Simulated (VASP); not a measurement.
Write the native input for VASP 6.6.1 that does the following.

```
Task                   : single point
Functional             : PBE
Potentials or basis    : VASP PAW PBE potentials, release 64 (Ca_sv, Se)
Cutoff                 : 500 eV
k mesh                 : 4 × 4 × 4
Occupations            : gaussian, width 0.01 eV
Spin                   : no spin polarisation
Dipole correction      : no
Further INCAR settings : ALGO = Normal; EDIFF = 1e-06; NBANDS = 15
```

The structure of CaSe lies in POSCAR:

```
CaSe
1.0
    0.0000000000      2.8564000000      2.8564000000
    2.8564000000      0.0000000000      2.8564000000
    2.8564000000      2.8564000000      0.0000000000
Ca Se
1 1
Direct
    0.0000000000      0.0000000000      0.0000000000
    0.5000000000      0.5000000000      0.5000000000
```

The input as run:

INCAR

```
PREC = Accurate
ENCUT = 500
EDIFF = 1E-6
ISMEAR = 0
SIGMA = 0.01
LREAL = False
LASPH = True
NELM = 120
ALGO = Normal
ISIF = 2
LWAVE = False
LCHARG = False
GGA = PE
NBANDS = 15
GGA_COMPAT = False
```

KPOINTS

```
regular mesh
0
Gamma
  4 4 4
```

Potentials or basis: VASP PAW PBE potentials, release 64 (Ca_sv, Se).

Launch:

```console
$ cat potpaw_PBE.64/Ca_sv/POTCAR potpaw_PBE.64/Se/POTCAR > POTCAR
$ mpirun -np 1 vasp_std > vasp.out
```

It gave:

| Item | Value |
| --- | --- |
| Pressure | 8.3 GPa |
| Band gap on the k mesh | 1.72 eV, indirect (least direct gap 2.76 eV) |

Caveat: the k points lie up to 0.48 Å⁻¹ apart.

Run time: 4.2 s on 1 thread of AMD EPYC 9R45 96-Core Processor (Zen 5), on a shared host, peak memory 0.13 GiB.
